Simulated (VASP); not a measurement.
# Rh (P6/mmm) in VASP: further runs

The runs below take Rh through single point, relaxation of cell and atoms, with PBEsol.

Program: VASP 6.6.1. These are calculated values, not measurements. Logs are shortened: lines on timing, memory, paths and dates and some standing lists are left out, and cuts for length are marked.

## Step 1: The cell of the first run

The structure is hexagonal, space group P6/mmm (No. 191). The conventional cell has a = 2.587 Å, b = 2.587 Å, c = 2.417 Å, α = 90.00°, β = 90.00°, γ = 120.00°. Within 3.2 Å of Rh (site symmetry 6/mmm) lie 8 Rh at 2.42 to 2.59 Å.

This isn't the form of Rh at room conditions, which is fcc.

## Step 2: Single point, PBEsol

INCAR reads:

```
SYSTEM = Rh
PREC     = Accurate       ! precision mode
ENCUT    = 520            ! plane-wave cutoff, eV
EDIFF    = 1E-6           ! SCF threshold, eV
ISMEAR   = 0              ! smearing method
SIGMA    = 0.1            ! smearing width, eV
LREAL    = .FALSE.        ! projectors in reciprocal space
LASPH    = .TRUE.         ! aspherical terms in the spheres
NELM     = 60             ! most SCF steps
ALGO     = Normal         ! electronic algorithm
ISIF     = 2              ! what is computed and relaxed
LWAVE    = .FALSE.        ! write WAVECAR
LCHARG   = .FALSE.        ! write CHGCAR
GGA      = PS             ! functional
NBANDS   = 14             ! bands
```

KPOINTS reads:

```
regular mesh
0
G
  9 9 8
  0 0 0
```

POSCAR reads:

```
Rh
1.0
    2.5869034474      0.0000000000      0.0000000000
   -1.2934517237      2.2403241026      0.0000000000
    0.0000000000      0.0000000000      2.4171379086
Rh
1
Direct
    0.0000000000      0.0000000000      0.0000000000
```

Potentials or basis: VASP PAW PBE potentials, release 64 (Rh_pv).

On the command line:

```sh
> cat potpaw_PBE.64/Rh_pv/POTCAR > POTCAR
> mpirun -np 1 vasp_std > vasp.out
```

OUTCAR:

```text
SYSTEM = Rh
   PREC = Accurate
   ENCUT = 520
   EDIFF = 1E-6
   ISMEAR = 0
   LREAL = .FALSE.
   LASPH = .TRUE.
   NELM = 60
   ISIF = 2
   GGA = PS

 ion  position               nearest neighbor table
   1  0.000  0.000  0.000-

  LATTYP: Found a hexagonal cell.
 ALAT       =     2.5869034474
 C/A-ratio  =     0.9343750000

  Lattice vectors:

 A1 = (   2.5869034474,   0.0000000000,   0.0000000000)
 A2 = (  -1.2934517237,   2.2403241026,   0.0000000000)
 A3 = (   0.0000000000,   0.0000000000,   2.4171379086)

Analysis of symmetry for initial positions (statically):
=====================================================================
 Subroutine PRICEL returns:
 Original cell was already a primitive cell.

 Routine SETGRP: Setting up the symmetry group for a
 hexagonal supercell.

 Subroutine GETGRP returns: Found 24 space group operations
 (whereof 24 operations were pure point group operations)
 out of a pool of 24 trial point group operations.

The static configuration has the point symmetry D_6h.

Analysis of symmetry for dynamics (positions and initial velocities):
=====================================================================
 Subroutine PRICEL returns:
 Original cell was already a primitive cell.

 Routine SETGRP: Setting up the symmetry group for a
 hexagonal supercell.

 Subroutine GETGRP returns: Found 24 space group operations
 (whereof 24 operations were pure point group operations)
 out of a pool of 24 trial point group operations.

The dynamic configuration has the point symmetry D_6h.

 Subroutine INISYM returns: Found 24 space group operations
 (whereof 24 operations are pure point group operations),
 and found     1 'primitive' translations

----------------------------------------------------------------------------------------

                                     Primitive cell

  volume of cell :      14.0085

  direct lattice vectors                    reciprocal lattice vectors
     2.586903447  0.000000000  0.000000000     0.386562553  0.223181994  0.000000000
    -1.293451724  2.240324103  0.000000000     0.000000000  0.446363988  0.000000000
     0.000000000  0.000000000  2.417137909     0.000000000  0.000000000  0.413712431

  length of vectors
     2.586903447  2.586903447  2.417137909     0.446363988  0.446363988  0.413712431

  position of ions in fractional coordinates (direct lattice)
     0.000000000  0.000000000  0.000000000

  ion indices of the primitive-cell ions
   primitive index   ion index
                 1           1

----------------------------------------------------------------------------------------

 KPOINTS: regular mesh

Automatic generation of k-mesh.
 Grid dimensions read from file:
 generate k-points for:    9    9    8

 Generating k-lattice:

  Cartesian coordinates                     Fractional coordinates (reciprocal lattice)
     0.042951395  0.024797999  0.000000000     0.111111111 -0.000000000  0.000000000
     0.000000000  0.049595999  0.000000000     0.000000000  0.111111111  0.000000000
     0.000000000  0.000000000  0.051714054     0.000000000  0.000000000  0.125000000

  Length of vectors
     0.049595999  0.049595999  0.051714054

  Shift w.r.t. Gamma in fractional coordinates (k-lattice)
     0.000000000  0.000000000  0.000000000

 Subroutine IBZKPT returns following result:
 ===========================================

 Found     60 irreducible k-points:

 Following reciprocal coordinates:
            Coordinates               Weight
  0.000000  0.000000  0.000000      1.000000
  0.111111  0.000000  0.000000      6.000000
  0.222222  0.000000  0.000000      6.000000
  0.333333  0.000000  0.000000      6.000000
  0.444444  0.000000  0.000000      6.000000
  0.111111  0.111111  0.000000      6.000000
[... 16 lines left out ...]
  0.333333  0.222222  0.125000     24.000000
  0.333333  0.333333  0.125000      4.000000
 [... further k-points ...]
   k-points           NKPTS =     60   k-points in BZ     NKDIM =     60   number of bands    NBANDS=     14
   number of dos      NEDOS =    301   number of ions     NIONS =      1
   total plane-waves  NPLWV =   7200
   dimension x,y,z NGX =    20 NGY =   20 NGZ =   18
   dimension x,y,z NGXF=    40 NGYF=   40 NGZF=   36
   ions per type =               1
   NGX,Y,Z   is equivalent  to a cutoff of  12.85, 12.85, 12.38 a.u.
   NGXF,Y,Z  is equivalent  to a cutoff of  25.71, 25.71, 24.76 a.u.
 SYSTEM =  Rh
   PREC   = accura    normal or accurate (medium, high low for compatibility)
   ISTART =      0    job   : 0-new  1-cont  2-samecut
   ICHARG =      2    charge: 1-file 2-atom 10-const
   ISPIN  =      1    spin polarized calculation?
   LNONCOLLINEAR =      F non collinear calculations
   LSORBIT =      F    spin-orbit coupling
   LASPH  =      T    aspherical Exc in radial PAW
   ENCUT  =  520.0 eV  38.22 Ry    6.18 a.u.   4.81  4.81  4.49*2*pi/ulx,y,z
   NELM   =     60;   NELMIN=  2; NELMDL= -5     # of ELM steps
   EDIFF  = 0.1E-05   stopping-criterion for ELM
   LREAL  =      F    real-space projection
   EDIFFG = 0.1E-04   stopping-criterion for IOM
   NSW    =      0    number of steps for IOM
   IBRION =     -1    ionic relax: 0-MD 1-quasi-New 2-CG
   NFREE  =      0    steps in history (QN), initial steepest desc. (CG)
   ISIF   =      2    stress and relaxation
   ISYM   =      2    0-nonsym 1-usesym 2-fastsym
   POTIM  = 0.5000    time-step for ionic-motion
   TEBEG  =    0.0;   TEEND  =   0.0 temperature during run
   PSTRESS=    0.0 pullay stress
   NELECT =      15.0000    total number of electrons
   NUPDOWN=      -1.0000    fix difference up-down
   EMIN   =  10.00;   EMAX   =-10.00  energy-range for DOS
   EFERMI =   0.00;   METHOD = LEGACY
   ISMEAR =     0;   SIGMA  =   0.10  broadening in eV -4-tet -1-fermi 0-gaus
   EFERMI_NEDOS =   21; number of points for ismear=-14 and -15
   IALGO  =     38    algorithm
   IMIX   =      4    mixing-type and parameters
     AMIX     =   0.40;   BMIX     =  1.00
     AMIX_MAG =   1.60;   BMIX_MAG =  1.00
  volume/ion in A,a.u.               =      14.01        94.53
  Fermi-wavevector in a.u.,A,eV,Ry     =   1.674844  3.164997 38.165745  2.805103
  Thomas-Fermi vector in A             =   2.759568
   LORBIT       =      0    0 simple, 1 ext, 2 COOP (PROOUT), +10 PAW based schemes
   GGA     = PS    functional components
   LHFCALC =     F    Hartree Fock is set to
   AEXX    =    0.0000 exact exchange contribution
   IVDW    =     0    specifies the selected vdW correction
   LEPSILON=     F    determine dielectric tensor
   LRPA    =     F    only Hartree local field effects (RPA)
 non-spin polarized calculation
 Gauss-broadening in eV      SIGMA  =   0.10
  energy-cutoff  :      520.00
  volume of cell :       14.01
 maximum number of plane-waves:       393
 NGX is ok and might be reduce to    20
   NGX =  9   NGY =  9   NGZ =  9

 number of electron      14.9999993 magnetization

 Free energy of the ion-electron system (eV)
  ---------------------------------------------------
  ext. energy  EPLUGINS =         0.00000000
  ---------------------------------------------------
  free energy    TOTEN  =        -7.56519238 eV

  energy without entropy =       -7.55939319  energy(sigma->0) =       -7.56229278

 E-fermi :  11.4373     XC(G=0): -14.0106

 val. band max:       11.4305543999   @ k =   0.4444   0.0000   0.1250
 cond. band min:      11.4980501299   @ k =   0.2222   0.1111   0.1250
 fundamental gap:      0.0674957300
 Fermi energy:        11.4373180197

 k-point     1 :       0.0000    0.0000    0.0000
  band No.  band energies     occupation
      1     -34.7572      2.00000
      2     -34.7572      2.00000
      3     -34.6500      2.00000
      4       3.6229      2.00000
      5       5.3997      2.00000
      6       8.4573      2.00000
      7       8.4573      2.00000
      8      12.4687      0.00000
      9      12.4687      0.00000
     10      27.6101      0.00000
     11      29.2089      0.00000
     12      32.0744      0.00000
     13      34.6521      0.00000
     14      34.6521      0.00000

 k-point     2 :       0.1111    0.0000    0.0000
  band No.  band energies     occupation
      1     -34.8594      2.00000
      2     -34.7810      2.00000
      3     -34.6394      2.00000
      4       4.0939      2.00000
      5       5.5740      2.00000
      6       8.1546      2.00000
      7       8.8410      2.00000
      8      12.1355      0.00000
      9      12.4079      0.00000
     10      28.1996      0.00000
     11      30.0534      0.00000
     12      32.0237      0.00000
     13      32.3082      0.00000
     14      33.2857      0.00000

 k-point     3 :       0.2222    0.0000    0.0000
  band No.  band energies     occupation
      1     -35.1135      2.00000
      2     -34.8408      2.00000
      3     -34.6123      2.00000
      4       5.1235      2.00000
      5       5.9759      2.00000
      6       7.8955      2.00000
      7       9.9055      2.00000
      8      11.3782      1.59714
      9      12.2568      0.00000
     10      26.8558      0.00000
     11      30.7940      0.00000
     12      31.4662      0.00000
     13      32.1010      0.00000
     14      32.2310      0.00000

 k-point     4 :       0.3333    0.0000    0.0000
  band No.  band energies     occupation
      1     -35.3952      2.00000
      2     -34.9082      2.00000
      3     -34.5815      2.00000
      4       5.5416      2.00000
      5       6.1137      2.00000
      6       9.3837      2.00000
      7      10.6280      2.00000
      8      11.3444      1.81103
      9      12.0895      0.00000
     10      23.2030      0.00000
     11      28.3308      0.00000
     12      32.0279      0.00000
     13      32.2287      0.00000
     14      34.7758      0.00000

 k-point     5 :       0.4444    0.0000    0.0000
  band No.  band energies     occupation
      1     -35.5752      2.00000
      2     -34.9518      2.00000
      3     -34.5613      2.00000
      4       5.2355      2.00000
      5       6.4445      2.00000
      6      10.1858      2.00000
      7      11.5455      0.12609
      8      11.9829      0.00000
      9      12.4973      0.00000
     10      20.2094      0.00000
     11      26.6428      0.00000
[... 276 lines left out ...]
 k-point    22 :       0.2222    0.2222    0.1250
  band No.  band energies     occupation
      1     -35.3900      2.00000
      2     -35.0350      2.00000
      3     -34.7281      2.00000
      4       7.0074      2.00000
      5       7.0185      2.00000
      6       7.6322      2.00000
      7      10.1446      2.00000
      8      11.0698      2.00000
      9      14.0593      0.00000
     10      23.6151      0.00000
     11      24.3695      0.00000
     12      31.2598      0.00000
     13      32.0877      0.00000
     14      37.5714      0.00000

 k-point    23 :       0.3333    0.2222    0.1250
  band No.  band energies     occupation
      1     -35.4529      2.00000
      2     -35.1453      2.00000
      3     -34.7113      2.00000
      4       6.7894      2.00000
      5       7.3704      2.00000
      6       8.2896      2.00000
      7      10.2411      2.00000
      8      10.7044      2.00000
      9      16.6580      0.00000
     10      20.3422      0.00000
     11      22.8703      0.00000
     12      32.0770      0.00000
     13      32.3098      0.00000
     14      35.7283      0.00000

 k-point    24 :       0.3333    0.3333    0.1250
  band No.  band energies     occupation
      1     -35.3302      2.00000
      2     -35.3302      2.00000
      3     -34.7054      2.00000
      4       7.4729      2.00000
      5       7.7504      2.00000
      6       7.7504      2.00000
      7      10.2121      2.00000
      8      10.2121      2.00000
      9      19.6716      0.00000
     10      19.6716      0.00000
     11      19.7054      0.00000
     12      32.0825      0.00000
     13      34.1549      0.00000
     14      34.1549      0.00000

 [... further k-points ...]
[... 5 lines left out ...]
  --------------------------------------------------------------------------------------
  -------------------------------------------------------------------------------------
  Total        0.6389707      0.6389707      2.0384253     -0.0000000     -0.0000000      0.0000000
  in kB       73.0800825     73.0800825    233.1379024     -0.0000000     -0.0000000      0.0000000
  external PRESSURE =     126.4326891 kB  Pullay stress =       0.0000000 kB

 VOLUME and BASIS-vectors are now :
 -----------------------------------------------------------------------------
  energy-cutoff  :      520.00
  volume of cell :       14.01
      direct lattice vectors                 reciprocal lattice vectors
     2.586903447  0.000000000  0.000000000     0.386562553  0.223181994  0.000000000
    -1.293451724  2.240324103  0.000000000     0.000000000  0.446363988  0.000000000
     0.000000000  0.000000000  2.417137909     0.000000000  0.000000000  0.413712431

 POSITION                                       TOTAL-FORCE (eV/Angst)
 -----------------------------------------------------------------------------------
      0.00000      0.00000      0.00000        -0.000000      0.000000      0.000000
 -----------------------------------------------------------------------------------
    total drift:                               -0.000000      0.000000      0.000000

  FREE ENERGIE OF THE ION-ELECTRON SYSTEM (eV)
  ---------------------------------------------------
  free  energy   TOTEN  =        -7.5651923802 eV

  energy  without entropy=       -7.5593931886  energy(sigma->0) =       -7.56229278
```

Wall time 13 s (1 thread of Intel Xeon 8259CL, shared host); peak memory 0.13 GiB.

Results:

```yaml
Free_energy: -7.5652 eV
Pressure: 12.6 GPa
Band_gap_on_the_k_mesh: zero (an odd number of electrons rules out a gap without spin polarisation)
```

Levels at points of the mesh, in eV from the Fermi level:
```tsv
k point	band 4	band 5	band 6	band 7	band 8	band 9	band 10	band 11
(0.00, 0.00, 0.00)	-7.81	-6.04	-2.98	-2.98	1.03	1.03	16.17	17.77
(0.00, 0.00, 0.50)	-5.12	-2.37	-2.37	-1.53	-1.53	-0.41	7.53	19.73
```

Caveat: the cell stands under pressure; the PAW data sets were made with another functional, which shifts forces and pressure a little.

## Step 3: Single point, PBEsol

This run uses another cell than the first one, of 14.67 Å³/atom.

INCAR reads:

```
SYSTEM = Rh
ALGO = Fast
EDIFF = 1E-6
ENCUT = 520
GGA = PS
ISIF = 2
ISMEAR = 0
LASPH = .TRUE.
LCHARG = .FALSE.
LREAL = .FALSE.
LWAVE = .FALSE.
NBANDS = 14
NELM = 100
PREC = Accurate
SIGMA = 0.1
```

KPOINTS reads:

```
k-points
0
G
  9 9 8
  0 0 0
```

POSCAR reads:

```
Rh
1.0
    2.5991433143      0.0000000000      0.0000000000
   -1.2995716572      2.2509241383      0.0000000000
    0.0000000000      0.0000000000      2.5077591184
Rh
1
Direct
    0.0000000000      0.0000000000      0.0000000000
```

Potentials or basis: VASP PAW PBE potentials, release 64 (Rh_pv).

On the command line:

```sh
> cat potpaw_PBE.64/Rh_pv/POTCAR > POTCAR
> mpirun -np 1 vasp_std > vasp.out
```

Run time: 14 s. Hardware: 1 thread of Intel Xeon 8259CL, shared host; peak memory 0.13 GiB.

Results (log left out):

| Quantity | Value |
| --- | --- |
| Free energy | -7.6047 eV |
| Pressure | 0.2 GPa |
| Band gap on the k mesh | zero (an odd number of electrons rules out a gap without spin polarisation) |

Stress tensor (GPa, compression positive):
```
0.12 0.00 0.00
0.00 0.12 0.00
0.00 0.00 0.34
```

Levels at points of the mesh, in eV from the Fermi level:
| k point | band 5 | band 6 | band 7 | band 8 | band 9 | band 10 |
| --- | --- | --- | --- | --- | --- | --- |
| (0.00, 0.00, 0.00) | -5.53 | -2.79 | -2.79 | 0.91 | 0.91 | 16.45 |
| (0.00, 0.00, 0.50) | -2.32 | -2.32 | -1.12 | -1.12 | -0.49 | 6.50 |

Caveat: the PAW data sets were made with another functional, which shifts forces and pressure a little.

## Step 4: Relaxation of cell and atoms, PBEsol

INCAR reads:

```
PREC = Accurate
ENCUT = 600
EDIFF = 1E-6
ISMEAR = 0
SIGMA = 0.1
LREAL = F
LASPH = T
NELM = 60
ALGO = Normal
ISIF = 3
LWAVE = F
LCHARG = F
GGA = PS
IBRION = 2
NSW = 90
EDIFFG = -0.04
```

KPOINTS reads:

```
regular mesh
0
Gamma
  9 9 8
```

POSCAR reads:

```
Rh
1.0
    2.5869034474      0.0000000000      0.0000000000
   -1.2934517237      2.2403241026      0.0000000000
    0.0000000000      0.0000000000      2.4171379086
Rh
1
Direct
    0.0000000000      0.0000000000      0.0000000000
```

On the command line:

```sh
> cat potpaw_PBE.64/Rh_pv/POTCAR > POTCAR
> mpirun -np 1 vasp_std > vasp.out
```

Wall time 83 s (1 thread of Intel Xeon 8259CL, shared host); peak memory 0.15 GiB.

The run converged. Its results:

| Property | Result |
| --- | --- |
| Free energy | -7.6039 eV |
| Relaxed volume | 14.67 Å³/atom |
| Relaxed cell | a = 2.599 Å, b = 2.599 Å, c = 2.509 Å, α = 90.00°, β = 90.00°, γ = 120.00° |
| Space group after relaxing (to 0.1 Å) | P6/mmm (No. 191) |
| Energy gained by relaxing | 38.6 meV/atom |
| Ionic steps | 9 |
| Pressure after relaxing | 0.0 GPa |
| Band gap on the k mesh | zero (an odd number of electrons rules out a gap without spin polarisation) |

The path:
| step | energy change (eV) | largest force (eV/Å) | pressure (GPa) | volume (Å³) |
| --- | --- | --- | --- | --- |
| 1 | 0.0000 | 0.0000 | 12.47 | 14.01 |
| 2 | 0.0768 | 0.0000 | -19.09 | 16.31 |
| 3 | -0.0366 | 0.0000 | -1.91 | 14.78 |
| 4 | -0.0367 | 0.0000 | -1.47 | 14.75 |
| 5 | -0.0367 | 0.0000 | -1.20 | 14.73 |
| 6 | -0.0369 | 0.0000 | 1.81 | 14.57 |
| 7 | -0.0385 | 0.0000 | 0.38 | 14.65 |
| 8 | -0.0385 | 0.0000 | -0.54 | 14.70 |
| 9 | -0.0386 | 0.0000 | -0.05 | 14.67 |

Final structure:
```
Rh
1.0
     2.59886    0.00000    0.00000
    -1.29943    2.25068    0.00000
     0.00000    0.00000    2.50865
Rh
1
Direct
  0.00000 0.00000 0.00000
```

Levels at points of the mesh, in eV from the Fermi level:
| k point | band 4 | band 5 | band 6 | band 7 | band 8 | band 9 | band 10 | band 11 |
| --- | --- | --- | --- | --- | --- | --- | --- | --- |
| (0.00, 0.00, 0.00) | -7.48 | -5.53 | -2.79 | -2.79 | 0.91 | 0.91 | 16.46 | 16.48 |
| (0.00, 0.00, 0.50) | -5.09 | -2.32 | -2.32 | -1.11 | -1.11 | -0.49 | 6.49 | 19.56 |

Caveat: the PAW data sets were made with another functional, which shifts forces and pressure a little.

## Step 5: Overview

| task | cell | cutoff (eV) | gap on the mesh (eV) | pressure (GPa) |
| --- | --- | --- | --- | --- |
| single point | a = 2.587, b = 2.587, c = 2.417 Å, angles 90.0, 90.0, 120.0°, 1 atom | 520 | none | 12.6 |
| single point | a = 2.599, b = 2.599, c = 2.508 Å, angles 90.0, 90.0, 120.0°, 1 atom | 520 | none | 0.2 |
| relaxation of cell and atoms | relaxed from a = 2.587, b = 2.587, c = 2.417 Å, angles 90.0, 90.0, 120.0°, 1 atom | 600 | none | 0.0 |

Alike in all rows: level PBEsol; potentials or basis VASP PAW PBE potentials, release 64 (Rh_pv); no spin polarisation; k mesh 9 × 9 × 8; smearing gaussian 0.1 eV.

Caveats: the PAW data sets were made with another functional, which shifts forces and pressure a little; the cell stands under pressure (at least some runs).

Total energies depend on the potentials used, so only differences within one code and one set of settings carry meaning.
